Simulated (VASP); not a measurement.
# SrMg6Mo (P4/mmm) in VASP: notebook

The runs below take SrMg6Mo through single point, with PBE.

Everything below comes from runs of VASP 6.6.1. Logs are shortened: lines on timing, memory, paths and dates and some standing lists are left out, and cuts for length are marked.

**1. The cell of the first run**

Symmetry: P4/mmm, No. 123, tetragonal system. The conventional cell has a = 6.560 Å, b = 6.560 Å, c = 4.361 Å, α = 90.00°, β = 90.00°, γ = 90.00°. Sr (site symmetry 4/mmm) has 12 Mg at 3.28 to 3.42 Å within 4.3 Å. Within 4.2 Å of Mg (site symmetry mmm) lie 8 Mg at 3.20 Å and 2 Sr at 3.28 Å and 2 Mo at 3.28 Å. Mg (site symmetry m2m) has 6 Mg at 2.84 to 3.20 Å and 2 Mo at 2.96 Å and 2 Sr at 3.42 Å within 3.7 Å. Within 3.9 Å of Mo (site symmetry 4/mmm) lie 12 Mg at 2.96 to 3.28 Å.

**2. Single point, PBE**

The input, INCAR:

```
SYSTEM = SrMg6Mo
PREC     = Accurate       ! precision mode
ENCUT    = 520            ! plane-wave cutoff, eV
EDIFF    = 1E-6           ! SCF threshold, eV
ISMEAR   = -1             ! smearing method
SIGMA    = 0.15           ! smearing width, eV
LREAL    = .FALSE.        ! projectors in reciprocal space
LASPH    = .TRUE.         ! aspherical terms in the spheres
NELM     = 100            ! most SCF steps
ALGO     = Normal         ! electronic algorithm
ISIF     = 2              ! what is computed and relaxed
LWAVE    = .FALSE.        ! write WAVECAR
LCHARG   = .FALSE.        ! write CHGCAR
GGA      = PE             ! functional
NBANDS   = 28             ! bands
```

The input, KPOINTS:

```
Automatic mesh
0
G
  4 4 5
  0 0 0
```

The input, POSCAR:

```
SrMg6Mo
1.0
    6.5598940000      0.0000000000      0.0000000000
    0.0000000000      6.5598940000      0.0000000000
    0.0000000000      0.0000000000      4.3608420000
Sr Mg Mo
1 6 1
Direct
    0.5000000000      0.5000000000      0.5000000000
    0.5000000000      0.0000000000      0.5000000000
    0.0000000000      0.5000000000      0.5000000000
    0.2162410000      0.7837590000      0.0000000000
    0.7837590000      0.2162410000      0.0000000000
    0.2162410000      0.2162410000      0.0000000000
    0.7837590000      0.7837590000      0.0000000000
    0.0000000000      0.0000000000      0.5000000000
```

Potentials or basis: VASP PAW PBE potentials, release 64 (Sr_sv, Mg, Mo_sv).

Command:

```bash
> cat potpaw_PBE.64/Sr_sv/POTCAR potpaw_PBE.64/Mg/POTCAR potpaw_PBE.64/Mo_sv/POTCAR > POTCAR
> mpirun -np 1 vasp_std > vasp.out
```

OUTCAR:

```text
SYSTEM = SrMg6Mo
   PREC = Accurate
   ENCUT = 520
   EDIFF = 1E-6
   ISMEAR = -1
   LREAL = .FALSE.
   LASPH = .TRUE.
   NELM = 100
   ISIF = 2
   GGA = PE

 ion  position               nearest neighbor table
   1  0.500  0.500  0.500-   2 3.28   3 3.28   2 3.28   3 3.28   6 3.42   7 3.42   4 3.42   5 3.42
                             6 3.42   7 3.42   4 3.42   5 3.42
   2  0.500  0.000  0.500-   4 3.20   5 3.20   6 3.20   7 3.20   4 3.20   5 3.20   6 3.20   7 3.20
                             1 3.28   8 3.28   1 3.28   8 3.28
   3  0.000  0.500  0.500-   4 3.20   5 3.20   6 3.20   7 3.20   4 3.20   5 3.20   6 3.20   7 3.20
                             1 3.28   8 3.28   8 3.28   1 3.28
   4  0.216  0.784  0.000-   6 2.84   7 2.84   8 2.96   8 2.96   2 3.20   2 3.20   3 3.20   3 3.20
                             1 3.42   1 3.42
   5  0.784  0.216  0.000-   6 2.84   7 2.84   8 2.96   8 2.96   2 3.20   2 3.20   3 3.20   3 3.20
                             1 3.42   1 3.42
   6  0.216  0.216  0.000-   4 2.84   5 2.84   8 2.96   8 2.96   2 3.20   2 3.20   3 3.20   3 3.20
                             1 3.42   1 3.42
   7  0.784  0.784  0.000-   4 2.84   5 2.84   8 2.96   8 2.96   2 3.20   2 3.20   3 3.20   3 3.20
                             1 3.42   1 3.42
   8  0.000  0.000  0.500-   4 2.96   5 2.96   6 2.96   7 2.96   4 2.96   5 2.96   6 2.96   7 2.96
                             2 3.28   3 3.28   3 3.28   2 3.28

  LATTYP: Found a simple tetragonal cell.
 ALAT       =     6.5598940000
 C/A-ratio  =     0.6647732418

  Lattice vectors:

 A1 = (   6.5598940000,   0.0000000000,   0.0000000000)
 A2 = (   0.0000000000,   6.5598940000,   0.0000000000)
 A3 = (   0.0000000000,   0.0000000000,   4.3608420000)

Analysis of symmetry for initial positions (statically):
=====================================================================
 Subroutine PRICEL returns:
 Original cell was already a primitive cell.

 Routine SETGRP: Setting up the symmetry group for a
 simple tetragonal supercell.

 Subroutine GETGRP returns: Found 16 space group operations
 (whereof 16 operations were pure point group operations)
 out of a pool of 16 trial point group operations.

The static configuration has the point symmetry D_4h.

Analysis of symmetry for dynamics (positions and initial velocities):
=====================================================================
 Subroutine PRICEL returns:
 Original cell was already a primitive cell.

 Routine SETGRP: Setting up the symmetry group for a
 simple tetragonal supercell.

 Subroutine GETGRP returns: Found 16 space group operations
 (whereof 16 operations were pure point group operations)
 out of a pool of 16 trial point group operations.
[... 114 lines left out ...]
   POTIM  = 0.5000    time-step for ionic-motion
   TEBEG  =    0.0;   TEEND  =   0.0 temperature during run
   PSTRESS=    0.0 pullay stress
   NELECT =      36.0000    total number of electrons
   NUPDOWN=      -1.0000    fix difference up-down
   EMIN   =  10.00;   EMAX   =-10.00  energy-range for DOS
   EFERMI =   0.00;   METHOD = LEGACY
   ISMEAR =    -1;   SIGMA  =   0.15  broadening in eV -4-tet -1-fermi 0-gaus
   EFERMI_NEDOS =   21; number of points for ismear=-14 and -15
   IALGO  =     38    algorithm
   IMIX   =      4    mixing-type and parameters
     AMIX     =   0.40;   BMIX     =  1.00
     AMIX_MAG =   1.60;   BMIX_MAG =  1.00
  volume/ion in A,a.u.               =      23.46       158.30
  Fermi-wavevector in a.u.,A,eV,Ry     =   0.944179  1.784240 12.129240  0.891474
  Thomas-Fermi vector in A             =   2.071959
   LORBIT       =      0    0 simple, 1 ext, 2 COOP (PROOUT), +10 PAW based schemes
   GGA     = PE    functional components
   LHFCALC =     F    Hartree Fock is set to
   AEXX    =    0.0000 exact exchange contribution
   IVDW    =     0    specifies the selected vdW correction
   LEPSILON=     F    determine dielectric tensor
   LRPA    =     F    only Hartree local field effects (RPA)
 non-spin polarized calculation
  energy-cutoff  :      520.00
  volume of cell :      187.66
 maximum number of plane-waves:      5076
 NGX is ok and might be reduce to    50
   NGX = 25   NGY = 25   NGZ = 17

 number of electron      36.0000000 magnetization

 Free energy of the ion-electron system (eV)
  ---------------------------------------------------
  ext. energy  EPLUGINS =         0.00000000
  ---------------------------------------------------
  free energy    TOTEN  =       -20.05342029 eV

  energy without entropy =      -19.69632458  energy(sigma->0) =      -19.87487243

 E-fermi :   3.1798     XC(G=0):  -9.0025

 val. band max:        3.1066568489   @ k =   0.5000   0.5000   0.4000
 cond. band min:       3.1884626285   @ k =   0.5000   0.2500   0.2000
 fundamental gap:      0.0818057797
 Fermi energy:         3.1798180957

 k-point     1 :       0.0000    0.0000    0.0000
  band No.  band energies     occupation
      1     -57.1846      2.00000
      2     -32.2196      2.00000
      3     -31.2656      2.00000
      4     -31.2656      2.00000
      5     -31.2406      2.00000
      6     -14.3636      2.00000
[... 547 lines left out ...]
     27       7.0502      0.00000
     28       7.3293      0.00000

------------------------ aborting loop because EDIFF is reached ----------------------------------------

  FORCE on cell =-STRESS in cart. coord.  units (eV):
  Direction    XX          YY          ZZ          XY          YZ          ZX
  --------------------------------------------------------------------------------------
  -------------------------------------------------------------------------------------
  Total        0.5938651      0.5938651     -0.7309746      0.0000000      0.0000000      0.0000000
  in kB        5.0703087      5.0703087     -6.2409238      0.0000000      0.0000000      0.0000000
  external PRESSURE =       1.2998979 kB  Pullay stress =       0.0000000 kB

 VOLUME and BASIS-vectors are now :
 -----------------------------------------------------------------------------
  energy-cutoff  :      520.00
  volume of cell :      187.66
      direct lattice vectors                 reciprocal lattice vectors
     6.559894000  0.000000000  0.000000000     0.152441488  0.000000000  0.000000000
     0.000000000  6.559894000  0.000000000     0.000000000  0.152441488  0.000000000
     0.000000000  0.000000000  4.360842000     0.000000000  0.000000000  0.229313513

 POSITION                                       TOTAL-FORCE (eV/Angst)
 -----------------------------------------------------------------------------------
      3.27995      3.27995      2.18042         0.000000      0.000000     -0.000000
      3.27995      0.00000      2.18042         0.000000      0.000000     -0.000000
      0.00000      3.27995      2.18042         0.000000      0.000000     -0.000000
      1.41852      5.14138      0.00000         0.111192     -0.111192     -0.000000
      5.14138      1.41852      0.00000        -0.111192      0.111192      0.000000
      1.41852      1.41852      0.00000         0.111192      0.111192      0.000000
      5.14138      5.14138      0.00000        -0.111192     -0.111192     -0.000000
      0.00000      0.00000      2.18042         0.000000      0.000000     -0.000000
 -----------------------------------------------------------------------------------
    total drift:                                0.000000      0.000000      0.000000

  FREE ENERGIE OF THE ION-ELECTRON SYSTEM (eV)
  ---------------------------------------------------
  free  energy   TOTEN  =       -20.0534202857 eV

  energy  without entropy=      -19.6963245784  energy(sigma->0) =      -19.87487243
```

Wall time 93 s (1 thread of AMD EPYC 7R43 (Zen 3), shared host); peak memory 0.28 GiB.

Results:

```
Free energy            : -20.0534 eV
Pressure               : 0.1 GPa
Largest force          : 0.157 eV/Å
Band gap on the k mesh : zero (band 18 reaches 3.93 eV, above the bottom of band 19 at 2.83 eV)
```

Forces on the atoms (eV/Å):
```
Sr   0.000  0.000  0.000
Mg   0.000  0.000  0.000
Mg   0.000  0.000  0.000
Mg   0.111 -0.111  0.000
Mg  -0.111  0.111  0.000
Mg   0.111  0.111  0.000
Mg  -0.111 -0.111  0.000
Mo   0.000  0.000  0.000
```

**3. Single point, PBE**

The input, INCAR:

```
PREC = Accurate ; ENCUT = 520
EDIFF = 1E-6 ; ISMEAR = -1
SIGMA = 0.15 ; LREAL = False
LASPH = True ; NELM = 80
ALGO = Normal ; ISIF = 2
LWAVE = False ; LCHARG = True
GGA = PE ; LELF = True
LVHAR = True ; NBANDS = 28
```

The input, KPOINTS:

```
Automatic mesh
0
Gamma
  4 4 5
```

POSCAR is that of step 2.

Potentials or basis: VASP PAW PBE potentials, release 64 (Sr_sv, Mg, Mo_sv).

Command:

```bash
> cat potpaw_PBE.64/Sr_sv/POTCAR potpaw_PBE.64/Mg/POTCAR potpaw_PBE.64/Mo_sv/POTCAR > POTCAR
> mpirun -np 1 vasp_std > vasp.out
```

Wall time 1.7 min (1 thread of AMD EPYC 7R43 (Zen 3), shared host); peak memory 0.29 GiB.

Results (log left out):

* Free energy: -20.0534 eV
* Pressure: 0.1 GPa
* Largest force: 0.157 eV/Å
* Band gap on the k mesh: zero (band 18 reaches 3.93 eV, above the bottom of band 19 at 2.83 eV)

Forces in eV/Å, atoms in the order of the input:
```
Sr   0.000  0.000  0.000
Mg   0.000  0.000  0.000
Mg   0.000  0.000  0.000
Mg   0.111 -0.111  0.000
Mg  -0.111  0.111  0.000
Mg   0.111  0.111  0.000
Mg  -0.111 -0.111  0.000
Mo   0.000  0.000  0.000
```

Stress tensor (GPa, compression positive):
```
 0.51  0.00  0.00
 0.00  0.51  0.00
 0.00  0.00 -0.62
```

Levels at points of the mesh, in eV from the Fermi level:
| k point | band 14 | band 15 | band 16 | band 17 | band 18 | band 19 | band 20 | band 21 |
| --- | --- | --- | --- | --- | --- | --- | --- | --- |
| (0.00, 0.00, 0.00) | -1.22 | -0.69 | -0.40 | -0.40 | 0.54 | 0.61 | 0.61 | 1.20 |
| (0.50, 0.00, 0.00) | -1.49 | -1.11 | -0.52 | -0.38 | 0.56 | 0.67 | 0.77 | 1.21 |
| (0.50, 0.50, 0.00) | -0.97 | -0.54 | -0.54 | -0.17 | 0.52 | 1.84 | 2.28 | 2.28 |
